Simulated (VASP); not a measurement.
Runs of VASP 6.6.1 on Mg. The structure is that of space group P6_3/mmc (No. 194), or close to it. The cells are those of the table. 

```tsv
cell	gap on the mesh (eV)	pressure (GPa)
a = 3.209, b = 3.209, c = 5.210 Å, angles 90.0, 90.0, 120.0°, 2 atoms	none	(a)
a = 3.188, b = 3.188, c = 5.175 Å, angles 90.0, 90.0, 120.0°, 2 atoms	none	0.5
a = 3.166, b = 3.166, c = 5.140 Å, angles 90.0, 90.0, 120.0°, 2 atoms	none	1.3
a = 3.252, b = 3.252, c = 5.279 Å, angles 90.0, 90.0, 120.0°, 2 atoms	none	-1.5
a = 3.231, b = 3.231, c = 5.245 Å, angles 90.0, 90.0, 120.0°, 2 atoms	none	-0.9
a = 3.144, b = 3.144, c = 5.104 Å, angles 90.0, 90.0, 120.0°, 2 atoms	none	(b)
a = 3.272, b = 3.272, c = 5.312 Å, angles 90.0, 90.0, 120.0°, 2 atoms	none	-2.0
```

Alike in all rows: task single point; level PBE; potentials or basis VASP PAW PBE potentials, release 64 (Mg); no spin polarisation; k mesh 12 × 12 × 7; cutoff (eV) 520; smearing fermi-dirac 0.3 eV.

Question: Fill in the values left out.

Answer: (a) -0.2; (b) 2.2.

A gap of «none» marks levels without a gap at the run's occupations.
